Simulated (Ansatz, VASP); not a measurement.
**HCl in VASP and in Ansatz**

The input INCAR:

```
SYSTEM = HCl
  ALGO = Normal
  DIPOL = 0.5 0.5 0.689
  EDIFF = 1E-6
  ENCUT = 910
  GGA = PE
  GGA_COMPAT = .FALSE.
  IDIPOL = 3
  ISIF = 2
  ISMEAR = 0
  LASPH = .TRUE.
  LCHARG = .TRUE.
  LDIPOL = .TRUE.
  LELF = .TRUE.
  LREAL = .FALSE.
  LVACPOTAV = .TRUE.
  LVHAR = .TRUE.
  LWAVE = .FALSE.
  NBANDS = 11
  NELM = 120
  NELMDL = -8
  PREC = Accurate
  SIGMA = 0.1
```

Contents of KPOINTS:

```
k-points
0
G
  4 4 1
  0 0 0
```

Contents of POSCAR:

```
HCl
1.0
    5.8650143192      0.0000000000      0.0000000000
   -2.9325071596      5.0792513940      0.0000000000
    0.0000000000      0.0000000000     22.7887641388
Cl H
1 1
Direct
    0.1068031931      0.2380861204      0.7120815154
    0.1908119586      0.3913594740      0.6664651832
```

Input for Ansatz:

```yaml
crystal:
  lattice:
    - [5.8650143192, 0.0, 0.0]
    - [-2.9325071596, 5.079251394, 0.0]
    - [0.0, 0.0, 22.7887641388]
  atoms:
    - { symbol: Cl, position: [0.1068031931, 0.2380861204, 0.7120815154] }
    - { symbol: H, position: [0.1908119586, 0.391359474, 0.6664651832] }
basis:
  ecutwfc: 420
kpoints:
  mp_grid: { grid: [4, 4, 1] }
hamiltonian:
  xc: pbe
scf:
  occupations: { method: gaussian, width: 0.1 }
output:
  forces: true
  eigenvalues: true
  write_density: true
  volumetric_format: npy
efield:
  axis: 3
  dipole_correction: true
  ramp_width: 0.04
```

Alike in both runs: task single point; functional PBE; k mesh 4 × 4 × 1; occupations gaussian, width 0.1 eV; no spin polarisation.

|  | VASP | Ansatz |
| --- | --- | --- |
| version | VASP 6.6.1 | Ansatz 0.2.0 |
| potentials or method | VASP PAW PBE potentials, release 64 (Cl, H_h), cutoff 910 eV | scalar-relativistic, plane waves, PAW |
| valence electrons in the cell | 8 | 8 |

```tsv
	VASP	Ansatz	Ansatz less VASP
gap on the k mesh at the Fermi level (eV)	6.19	6.17	-0.026
rms of the force components (eV/Å)	0.260	0.188	-0.0726
```

Atom by atom the forces differ by 0.073 eV/Å (rms over components).
